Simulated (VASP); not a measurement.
# SnSe2 (P-3m1) in VASP: further runs

SnSe2 is run at these levels: PBE; tasks: single point.

Everything below comes from runs of VASP 6.6.1. Logs are shortened: lines on timing, memory, paths and dates and some standing lists are left out, and cuts for length are marked.

### 1 The cell of the first run

It takes space group P-3m1 (No. 164, trigonal). Conventional cell: a = 3.679 Å, b = 3.679 Å, c = 5.924 Å, α = 90.00°, β = 90.00°, γ = 120.00°. Within 3.4 Å of Sn (site symmetry -3m) lie 6 Se at 2.59 Å. Within 3.4 Å of Se (site symmetry 3m) lie 3 Sn at 2.59 Å.

### 2 Single point, PBE

INCAR reads:

```
SYSTEM = SnSe2
PREC = Accurate ; ENCUT = 520
EDIFF = 1E-6 ; ISMEAR = 0
SIGMA = 0.05 ; LREAL = .FALSE.
LASPH = .TRUE. ; NELM = 100
ALGO = Normal ; ISIF = 2
LWAVE = .FALSE. ; LCHARG = .FALSE.
GGA = PE ; NBANDS = 20
```

KPOINTS reads:

```
Automatic mesh
0
G
  9 9 6
  0 0 0
```

POSCAR reads:

```
SnSe2
1.0
    3.6794800447      0.0000000000      0.0000000000
   -1.8397400224      3.1865231914      0.0000000000
    0.0000000000      0.0000000000      5.9242428639
Sn Se
1 2
Direct
    0.0000000000      0.0000000000      0.0000000000
    0.3333333333      0.6666666667      0.2490000000
    0.6666666667      0.3333333333      0.7510000000
```

Potentials or basis: VASP PAW PBE potentials, release 64 (Sn_d, Se).

Started as:

```sh
$ cat potpaw_PBE.64/Sn_d/POTCAR potpaw_PBE.64/Se/POTCAR > POTCAR
$ mpirun -np 1 vasp_std > vasp.out
```

OUTCAR:

```text
SYSTEM = SnSe2
   PREC = Accurate
   ENCUT = 520
   EDIFF = 1E-6
   ISMEAR = 0
   LREAL = .FALSE.
   LASPH = .TRUE.
   NELM = 100
   ISIF = 2
   GGA = PE

 ion  position               nearest neighbor table
   1  0.000  0.000  0.000-   2 2.59   3 2.59   3 2.59   2 2.59   3 2.59   2 2.59
   2  0.333  0.667  0.249-   1 2.59   1 2.59   1 2.59
   3  0.667  0.333  0.751-   1 2.59   1 2.59   1 2.59

  LATTYP: Found a hexagonal cell.
 ALAT       =     3.6794800447
 C/A-ratio  =     1.6100760955

  Lattice vectors:

 A1 = (   3.6794800447,   0.0000000000,   0.0000000000)
 A2 = (  -1.8397400224,   3.1865231914,   0.0000000000)
 A3 = (   0.0000000000,   0.0000000000,   5.9242428639)

Analysis of symmetry for initial positions (statically):
=====================================================================
 Subroutine PRICEL returns:
 Original cell was already a primitive cell.

 Routine SETGRP: Setting up the symmetry group for a
 hexagonal supercell.

 Subroutine GETGRP returns: Found 12 space group operations
 (whereof 12 operations were pure point group operations)
 out of a pool of 24 trial point group operations.

The static configuration has the point symmetry D_3d.

Analysis of symmetry for dynamics (positions and initial velocities):
=====================================================================
 Subroutine PRICEL returns:
 Original cell was already a primitive cell.

 Routine SETGRP: Setting up the symmetry group for a
 hexagonal supercell.

 Subroutine GETGRP returns: Found 12 space group operations
 (whereof 12 operations were pure point group operations)
 out of a pool of 24 trial point group operations.

The dynamic configuration has the point symmetry D_3d.

 Subroutine INISYM returns: Found 12 space group operations
 (whereof 12 operations are pure point group operations),
 and found     1 'primitive' translations

----------------------------------------------------------------------------------------

                                     Primitive cell

  volume of cell :      69.4603

  direct lattice vectors                    reciprocal lattice vectors
     3.679480045  0.000000000  0.000000000     0.271777530  0.156910830  0.000000000
    -1.839740022  3.186523191  0.000000000     0.000000000  0.313821661  0.000000000
     0.000000000  0.000000000  5.924242864     0.000000000  0.000000000  0.168797941

  length of vectors
     3.679480045  3.679480045  5.924242864     0.313821661  0.313821661  0.168797941

  position of ions in fractional coordinates (direct lattice)
     0.000000000  0.000000000  0.000000000
     0.333333333  0.666666667  0.249000000
     0.666666667  0.333333333  0.751000000

  ion indices of the primitive-cell ions
   primitive index   ion index
                 1           1
                 2           2
                 3           3

----------------------------------------------------------------------------------------

 KPOINTS: Automatic mesh

Automatic generation of k-mesh.
 Grid dimensions read from file:
 generate k-points for:    9    9    6

 Generating k-lattice:

  Cartesian coordinates                     Fractional coordinates (reciprocal lattice)
     0.030197503  0.017434537  0.000000000     0.111111111  0.000000000  0.000000000
     0.000000000  0.034869073  0.000000000     0.000000000  0.111111111  0.000000000
     0.000000000  0.000000000  0.028132990     0.000000000  0.000000000  0.166666667

  Length of vectors
     0.034869073  0.034869073  0.028132990

  Shift w.r.t. Gamma in fractional coordinates (k-lattice)
     0.000000000  0.000000000  0.000000000

 Subroutine IBZKPT returns following result:
 ===========================================

 Found     62 irreducible k-points:

 Following reciprocal coordinates:
            Coordinates               Weight
  0.000000  0.000000  0.000000      1.000000
  0.111111  0.000000  0.000000      6.000000
  0.222222  0.000000  0.000000      6.000000
  0.333333 -0.000000  0.000000      6.000000
  0.444444  0.000000  0.000000      6.000000
  0.111111  0.111111  0.000000      6.000000
[... 16 lines left out ...]
  0.222222  0.111111  0.166667     12.000000
 -0.111111  0.333333  0.166667     12.000000
 [... further k-points ...]
   k-points           NKPTS =     62   k-points in BZ     NKDIM =     62   number of bands    NBANDS=     20
   number of dos      NEDOS =    301   number of ions     NIONS =      3
   total plane-waves  NPLWV =  37632
   dimension x,y,z NGX =    28 NGY =   28 NGZ =   48
   dimension x,y,z NGXF=    56 NGYF=   56 NGZF=   96
   ions per type =               1   2
   NGX,Y,Z   is equivalent  to a cutoff of  12.65, 12.65, 13.47 a.u.
   NGXF,Y,Z  is equivalent  to a cutoff of  25.30, 25.30, 26.94 a.u.
 SYSTEM =  SnSe2
   PREC   = accura    normal or accurate (medium, high low for compatibility)
   ISTART =      0    job   : 0-new  1-cont  2-samecut
   ICHARG =      2    charge: 1-file 2-atom 10-const
   ISPIN  =      1    spin polarized calculation?
   LNONCOLLINEAR =      F non collinear calculations
   LSORBIT =      F    spin-orbit coupling
   LASPH  =      T    aspherical Exc in radial PAW
   ENCUT  =  520.0 eV  38.22 Ry    6.18 a.u.   6.84  6.84 11.02*2*pi/ulx,y,z
   NELM   =    100;   NELMIN=  2; NELMDL= -5     # of ELM steps
   EDIFF  = 0.1E-05   stopping-criterion for ELM
   LREAL  =      F    real-space projection
   EDIFFG = 0.1E-04   stopping-criterion for IOM
   NSW    =      0    number of steps for IOM
   IBRION =     -1    ionic relax: 0-MD 1-quasi-New 2-CG
   NFREE  =      0    steps in history (QN), initial steepest desc. (CG)
   ISIF   =      2    stress and relaxation
   ISYM   =      2    0-nonsym 1-usesym 2-fastsym
   POTIM  = 0.5000    time-step for ionic-motion
   TEBEG  =    0.0;   TEEND  =   0.0 temperature during run
   PSTRESS=    0.0 pullay stress
   NELECT =      26.0000    total number of electrons
   NUPDOWN=      -1.0000    fix difference up-down
   EMIN   =  10.00;   EMAX   =-10.00  energy-range for DOS
   EFERMI =   0.00;   METHOD = LEGACY
   ISMEAR =     0;   SIGMA  =   0.05  broadening in eV -4-tet -1-fermi 0-gaus
   EFERMI_NEDOS =   21; number of points for ismear=-14 and -15
   IALGO  =     38    algorithm
   IMIX   =      4    mixing-type and parameters
     AMIX     =   0.40;   BMIX     =  1.00
     AMIX_MAG =   1.60;   BMIX_MAG =  1.00
  volume/ion in A,a.u.               =      23.15       156.25
  Fermi-wavevector in a.u.,A,eV,Ry     =   1.179833  2.229561 18.939385  1.392006
  Thomas-Fermi vector in A             =   2.316136
   LORBIT       =      0    0 simple, 1 ext, 2 COOP (PROOUT), +10 PAW based schemes
   GGA     = PE    functional components
   LHFCALC =     F    Hartree Fock is set to
   AEXX    =    0.0000 exact exchange contribution
   IVDW    =     0    specifies the selected vdW correction
   LEPSILON=     F    determine dielectric tensor
   LRPA    =     F    only Hartree local field effects (RPA)
 non-spin polarized calculation
 Gauss-broadening in eV      SIGMA  =   0.05
  energy-cutoff  :      520.00
  volume of cell :       69.46
 maximum number of plane-waves:      1887
   NGX = 13   NGY = 13   NGZ = 23

 number of electron      26.0000004 magnetization

 Free energy of the ion-electron system (eV)
  ---------------------------------------------------
  ext. energy  EPLUGINS =         0.00000000
  ---------------------------------------------------
  free energy    TOTEN  =       -11.23544017 eV

  energy without entropy =      -11.23544017  energy(sigma->0) =      -11.23544017

 E-fermi :   5.6660     XC(G=0):  -9.9406

 val. band max:        5.3993087182   @ k =   0.0000   0.0000   0.0000
 cond. band min:       6.2095998741   @ k =   0.0000   0.4444   0.3333
 fundamental gap:      0.8102911559
 Fermi energy:         5.6659786758

 k-point     1 :       0.0000    0.0000    0.0000
  band No.  band energies     occupation
      1     -16.0762      2.00000
      2     -16.0762      2.00000
      3     -16.0130      2.00000
      4     -15.9896      2.00000
      5     -15.9896      2.00000
      6      -9.4886      2.00000
[... 12 lines left out ...]
     19      14.4111      0.00000
     20      14.4111      0.00000

 k-point     2 :       0.1111    0.0000    0.0000
  band No.  band energies     occupation
      1     -16.0866      2.00000
      2     -16.0700      2.00000
      3     -16.0076      2.00000
      4     -15.9937      2.00000
      5     -15.9881      2.00000
      6      -9.3441      2.00000
[... 12 lines left out ...]
     19      13.9132      0.00000
     20      14.5390      0.00000

 k-point     3 :       0.2222    0.0000    0.0000
  band No.  band energies     occupation
      1     -16.1151      2.00000
      2     -16.0572      2.00000
      3     -16.0076      2.00000
      4     -15.9882      2.00000
      5     -15.9813      2.00000
      6      -8.9223      2.00000
[... 12 lines left out ...]
     19      13.4893      0.00000
     20      14.8421      0.00000

 k-point     4 :       0.3333   -0.0000    0.0000
  band No.  band energies     occupation
      1     -16.1492      2.00000
      2     -16.0489      2.00000
      3     -16.0179      2.00000
      4     -15.9696      2.00000
      5     -15.9671      2.00000
      6      -8.2771      2.00000
[... 12 lines left out ...]
     19      14.5769      0.00000
     20      15.4120      0.00000

 k-point     5 :       0.4444    0.0000    0.0000
  band No.  band energies     occupation
      1     -16.1718      2.00000
      2     -16.0465      2.00000
      3     -16.0245      2.00000
      4     -15.9572      2.00000
      5     -15.9547      2.00000
      6      -7.5983      2.00000
[... 12 lines left out ...]
     19      15.7140      0.00000
     20      16.1395      0.00000

 k-point     6 :       0.1111    0.1111    0.0000
  band No.  band energies     occupation
      1     -16.1034      2.00000
      2     -16.0637      2.00000
      3     -16.0000      2.00000
      4     -15.9991      2.00000
      5     -15.9822      2.00000
      6      -9.0604      2.00000
[... 12 lines left out ...]
     19      13.1298      0.00000
     20      14.8764      0.00000

 k-point     7 :       0.2222    0.1111    0.0000
  band No.  band energies     occupation
      1     -16.1303      2.00000
      2     -16.0584      2.00000
      3     -16.0091      2.00000
      4     -15.9870      2.00000
      5     -15.9672      2.00000
      6      -8.5213      2.00000
[... 12 lines left out ...]
     19      12.9277      0.00000
     20      15.7000      0.00000
[... 277 lines left out ...]
 k-point    20 :       0.4444    0.0000    0.1667
  band No.  band energies     occupation
      1     -16.1719      2.00000
      2     -16.0466      2.00000
      3     -16.0245      2.00000
      4     -15.9572      2.00000
      5     -15.9547      2.00000
      6      -7.5700      2.00000
[... 12 lines left out ...]
     19      15.5395      0.00000
     20      16.9890      0.00000

 k-point    21 :       0.0000    0.4444    0.1667
  band No.  band energies     occupation
      1     -16.1719      2.00000
      2     -16.0466      2.00000
      3     -16.0245      2.00000
      4     -15.9572      2.00000
      5     -15.9547      2.00000
      6      -7.5684      2.00000
[... 12 lines left out ...]
     19      14.8704      0.00000
     20      16.6051      0.00000

 k-point    22 :       0.1111    0.1111    0.1667
  band No.  band energies     occupation
      1     -16.1034      2.00000
      2     -16.0637      2.00000
      3     -16.0001      2.00000
      4     -15.9990      2.00000
      5     -15.9822      2.00000
      6      -9.0192      2.00000
[... 12 lines left out ...]
     19      13.4684      0.00000
     20      14.2322      0.00000

 k-point    23 :       0.2222    0.1111    0.1667
  band No.  band energies     occupation
      1     -16.1304      2.00000
      2     -16.0584      2.00000
      3     -16.0091      2.00000
      4     -15.9869      2.00000
      5     -15.9671      2.00000
      6      -8.4831      2.00000
[... 12 lines left out ...]
     19      13.3097      0.00000
     20      15.1770      0.00000

 k-point    24 :      -0.1111    0.3333    0.1667
  band No.  band energies     occupation
      1     -16.1304      2.00000
      2     -16.0584      2.00000
      3     -16.0091      2.00000
      4     -15.9869      2.00000
      5     -15.9671      2.00000
      6      -8.4816      2.00000
[... 12 lines left out ...]
     19      12.7769      0.00000
     20      15.0463      0.00000

 [... further k-points ...]

------------------------ aborting loop because EDIFF is reached ----------------------------------------

  FORCE on cell =-STRESS in cart. coord.  units (eV):
  Direction    XX          YY          ZZ          XY          YZ          ZX
  --------------------------------------------------------------------------------------
  -------------------------------------------------------------------------------------
  Total        7.0222230      7.0222230      7.5035629     -0.0000000      0.0000000      0.0000000
  in kB      161.9753065    161.9753065    173.0779405     -0.0000000      0.0000000      0.0000000
  external PRESSURE =     165.6761845 kB  Pullay stress =       0.0000000 kB

 VOLUME and BASIS-vectors are now :
 -----------------------------------------------------------------------------
  energy-cutoff  :      520.00
  volume of cell :       69.46
      direct lattice vectors                 reciprocal lattice vectors
     3.679480045  0.000000000  0.000000000     0.271777530  0.156910830  0.000000000
    -1.839740022  3.186523191  0.000000000     0.000000000  0.313821661  0.000000000
     0.000000000  0.000000000  5.924242864     0.000000000  0.000000000  0.168797941

 POSITION                                       TOTAL-FORCE (eV/Angst)
 -----------------------------------------------------------------------------------
      0.00000      0.00000      0.00000         0.000000      0.000000     -0.000000
     -0.00000      2.12435      1.47514        -0.000000     -0.000000      2.057159
      1.83974      1.06217      4.44911         0.000000      0.000000     -2.057159
 -----------------------------------------------------------------------------------
    total drift:                                0.000000      0.000000     -0.000000

  FREE ENERGIE OF THE ION-ELECTRON SYSTEM (eV)
  ---------------------------------------------------
  free  energy   TOTEN  =       -11.2354401707 eV

  energy  without entropy=      -11.2354401707  energy(sigma->0) =      -11.23544017
```

Run time: 87 s. Hardware: 1 thread of AMD EPYC 9R45 (Zen 5), shared host; peak memory 0.2 GiB.

What came out:

- Free energy: -11.2354 eV
- Pressure: 16.6 GPa
- Largest force: 2.057 eV/Å
- Band gap on the k mesh: 0.81 eV, indirect (least direct gap 1.52 eV)

Forces in eV/Å, atoms in the order of the input:
```
Sn   0.000  0.000  0.000
Se   0.000  0.000  2.057
Se   0.000  0.000 -2.057
```

Caveat: spin-orbit coupling is left out, which moves the levels of the heavy elements; this functional lacks dispersion, which binds the layers, so the pressure and a relaxed spacing across them are unreliable; forces of over 1 eV/Å act on the atoms, so gaps and moduli don't describe the material at rest.

### 3 Single point, PBE

This run uses another cell than the first one, of 25.73 Å³/atom, 1.111 times its volume.

INCAR reads:

```
PREC     = Accurate       # precision mode
ENCUT    = 520            # plane-wave cutoff, eV
EDIFF    = 1E-6           # SCF threshold, eV
ISMEAR   = 0              # smearing method
SIGMA    = 0.05           # smearing width, eV
LREAL    = False          # projectors in reciprocal space
LASPH    = True           # aspherical terms in the spheres
NELM     = 60             # most SCF steps
ALGO     = Normal         # electronic algorithm
ISIF     = 2              # what is computed and relaxed
LWAVE    = False          # write WAVECAR
LCHARG   = False          # write CHGCAR
GGA      = PE             # functional
NBANDS   = 20             # bands
```

KPOINTS reads:

```
Automatic mesh
0
Gamma
  9 9 6
```

POSCAR reads:

```
SnSe2
1.0
    3.8110000000      0.0000000000      0.0000000000
   -1.9055000000      3.3004228138      0.0000000000
    0.0000000000      0.0000000000      6.1360000000
Sn Se
1 2
Direct
    0.0000000000      0.0000000000      0.0000000000
    0.3333333333      0.6666666667      0.2490000000
    0.6666666667      0.3333333333      0.7510000000
```

Potentials or basis: VASP PAW PBE potentials, release 64 (Sn_d, Se).

Started as:

```sh
$ cat potpaw_PBE.64/Sn_d/POTCAR potpaw_PBE.64/Se/POTCAR > POTCAR
$ mpirun -np 1 vasp_std > vasp.out
```

Run time: 84 s. Hardware: 1 thread of AMD EPYC 9R45 (Zen 5), shared host; peak memory 0.21 GiB.

The run converged. Its results:

- Free energy: -11.7473 eV
- Pressure: 5.6 GPa
- Largest force: 0.805 eV/Å
- Band gap on the k mesh: 0.71 eV, indirect (least direct gap 1.09 eV)

Forces in eV/Å, atoms in the order of the input:
```
Sn   0.000  0.000  0.000
Se   0.000  0.000  0.805
Se   0.000  0.000 -0.805
```

Stress tensor (GPa, compression positive):
```
5.12 0.00 0.00
0.00 5.12 0.00
0.00 0.00 6.64
```

Levels at points of the mesh, in eV from the valence-band top:
```csv
k point,band 10,band 11,band 12,band 13,band 14,band 15,band 16,band 17
"(0.00, 0.00, 0.00)",-0.72,-0.41,-0.41,-0.02,1.07,2.92,4.62,4.62
"(0.00, 0.00, 0.50)",-0.81,-0.81,-0.26,-0.26,2.43,2.90,4.35,4.35
```

Caveat: spin-orbit coupling is left out, which moves the levels of the heavy elements; this functional lacks dispersion, which binds the layers, so the pressure and a relaxed spacing across them are unreliable. A k mesh can miss the band edges.

(Continued in part 2 of 2.)
